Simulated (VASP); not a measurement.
Here is a VASP 6.6.1 calculation.

File INCAR:

```
SYSTEM = HfC
  ALGO = Normal
  EDIFF = 1E-7
  ENCUT = 520
  GGA = PE
  ISIF = 2
  ISMEAR = 0
  LASPH = .TRUE.
  LCHARG = .FALSE.
  LREAL = .FALSE.
  LWAVE = .FALSE.
  NBANDS = 14
  NELM = 100
  PREC = Accurate
  SIGMA = 0.1
```

File KPOINTS:

```
k-points
0
G
  16 16 16
  0 0 0
```

File POSCAR:

```
HfC
1.0
    0.0000000000      2.3257467155      2.3257467155
    2.3257467155      0.0000000000      2.3257467155
    2.3257467155      2.3257467155      0.0000000000
Hf C
1 1
Direct
    0.5000000000      0.5000000000      0.5000000000
    0.0000000000      0.0000000000      0.0000000000
```

Potentials or basis: VASP PAW PBE potentials, release 64 (Hf_pv, C).

Run with:

```sh
$ cat potpaw_PBE.64/Hf_pv/POTCAR potpaw_PBE.64/C/POTCAR > POTCAR
$ mpirun -np 1 vasp_std > vasp.out
```

(1) Estimate the band gap on the k mesh.

(2) What does it give for the pressure?

## Answers

(1) zero (band 7 reaches 6.95 eV, above the bottom of band 8 at 5.52 eV).

(2) -0.7 GPa.

Caveat: spin-orbit coupling is left out, which moves the levels of the heavy elements.
